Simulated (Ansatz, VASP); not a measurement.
## Two plane-wave programs on BiB12

INCAR

```
  PREC = Accurate
  ENCUT = 520
  EDIFF = 1E-6
  ISMEAR = 0
  SIGMA = 0.1
  LREAL = False
  LASPH = True
  NELM = 80
  ALGO = Normal
  ISIF = 2
  LWAVE = False
  LCHARG = True
  GGA = PE
  LELF = True
  LVHAR = True
  NBANDS = 38
```

File KPOINTS:

```
Automatic mesh
0
Gamma
  4 4 4
```

File POSCAR:

```
BiB12
1.0
    0.0000000000      3.8370498600      3.8370498600
    3.8370498600      0.0000000000      3.8370498600
    3.8370498600      3.8370498600      0.0000000000
B Bi
12 1
Direct
    0.8386352000      0.1613648000      0.5000000000
    0.1613648000      0.8386352000      0.5000000000
    0.5000000000      0.8386352000      0.1613648000
    0.1613648000      0.5000000000      0.5000000000
    0.5000000000      0.5000000000      0.8386352000
    0.5000000000      0.5000000000      0.1613648000
    0.5000000000      0.8386352000      0.5000000000
    0.1613648000      0.5000000000      0.8386352000
    0.8386352000      0.5000000000      0.5000000000
    0.5000000000      0.1613648000      0.5000000000
    0.8386352000      0.5000000000      0.1613648000
    0.5000000000      0.1613648000      0.8386352000
    0.0000000000      0.0000000000      0.0000000000
```

Input for Ansatz:

```yaml
crystal:
  lattice:
    - [0.0, 3.83704986, 3.83704986]
    - [3.83704986, 0.0, 3.83704986]
    - [3.83704986, 3.83704986, 0.0]
  atoms:
    - { symbol: B, position: [0.8386352, 0.1613648, 0.5] }
    - { symbol: B, position: [0.1613648, 0.8386352, 0.5] }
    - { symbol: B, position: [0.5, 0.8386352, 0.1613648] }
    - { symbol: B, position: [0.1613648, 0.5, 0.5] }
    - { symbol: B, position: [0.5, 0.5, 0.8386352] }
    - { symbol: B, position: [0.5, 0.5, 0.1613648] }
    - { symbol: B, position: [0.5, 0.8386352, 0.5] }
    - { symbol: B, position: [0.1613648, 0.5, 0.8386352] }
    - { symbol: B, position: [0.8386352, 0.5, 0.5] }
    - { symbol: B, position: [0.5, 0.1613648, 0.5] }
    - { symbol: B, position: [0.8386352, 0.5, 0.1613648] }
    - { symbol: B, position: [0.5, 0.1613648, 0.8386352] }
    - { symbol: Bi, position: [0.0, 0.0, 0.0] }
basis:
  ecutwfc: 420
kpoints:
  mp_grid: { grid: [4, 4, 4] }
hamiltonian:
  xc: pbe
scf:
  occupations: { method: gaussian, width: 0.1 }
  lower_state_search: "off"
output:
  forces: true
  stress: true
  eigenvalues: true
```

Change from the starting cell: species swapped into the ScB12 type (Fm-3m, No. 225).

Alike in both runs: task single point; functional PBE; k mesh 4 × 4 × 4; occupations gaussian, width 0.1 eV; no spin polarisation.

|  | VASP | Ansatz |
| --- | --- | --- |
| version | VASP 6.6.1 | Ansatz 0.2.0 |
| potentials or method | VASP PAW PBE potentials, release 64 (B, Bi_d), cutoff 520 eV | scalar-relativistic, plane waves, PAW |
| valence electrons in the cell | 51 | 51 |

```tsv
	VASP	Ansatz	Ansatz less VASP
gap on the k mesh at the Fermi level (eV)	none	none	-
pressure (GPa)	-5.1	-5.1	0.00
rms of the force components (eV/Å)	0.155	0.156	+0.0009
```

Atom by atom the forces differ by 0.001 eV/Å (rms over components). A gap of «none» marks a metal or a gap that the smearing closes.

Neither program's run includes spin-orbit coupling.
